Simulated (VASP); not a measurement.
Input of a VASP 6.6.1 run:

File INCAR:

```
SYSTEM = Te2As
PREC = Accurate
ENCUT = 520
EDIFF = 1E-6
ISMEAR = 0
SIGMA = 0.1
LREAL = .False.
LASPH = .True.
NELM = 100
ALGO = Normal
ISIF = 2
LWAVE = .False.
LCHARG = .False.
GGA = PE
NBANDS = 26
```

File KPOINTS:

```
Automatic mesh
0
Gamma
  4 4 2
  0 0 0
```

File POSCAR:

```
Te2As
1.0
    3.8681729700      0.0000000000      0.0000000000
    0.0000000000      3.8681729700      0.0000000000
    0.0000000000      0.0000000000     11.2687039300
Te As
4 2
Direct
    0.5000000000      0.0000000000      0.7552999900
    0.0000000000      0.5000000000      0.2447000100
    0.5000000000      0.0000000000      0.0776000000
    0.0000000000      0.5000000000      0.9224000000
    0.5000000000      0.0000000000      0.3664999900
    0.0000000000      0.5000000000      0.6335000100
```

Potentials or basis: VASP PAW PBE potentials, release 64 (Te, As).

Launch:

```console
$ cat potpaw_PBE.64/Te/POTCAR potpaw_PBE.64/As/POTCAR > POTCAR
$ mpirun -np 1 vasp_std > vasp.out
```

Problem. Estimate the largest force.

Solution. 1.191 eV/Å.

Problem. Estimate the pressure.

Solution. -0.5 GPa.

Problem. Estimate the band gap on the k mesh.

Solution. Zero (bands 17 and 18 overlap by 2.00 eV).

Forces in eV/Å, atoms in the order of the input:
```
Te   0.000  0.000 -1.191
Te   0.000  0.000  1.191
Te   0.000  0.000  0.145
Te   0.000  0.000 -0.145
As   0.000  0.000 -0.240
As   0.000  0.000  0.240
```

Caveat: the k points lie up to 0.41 Å⁻¹ apart, too coarse for converged energies and pressures of a metal; spin-orbit coupling is left out, which moves the levels of the heavy elements; this functional lacks dispersion, which binds the layers, so the pressure and a relaxed spacing across them are unreliable; forces of over 1 eV/Å act on the atoms, so gaps and moduli don't describe the material at rest.
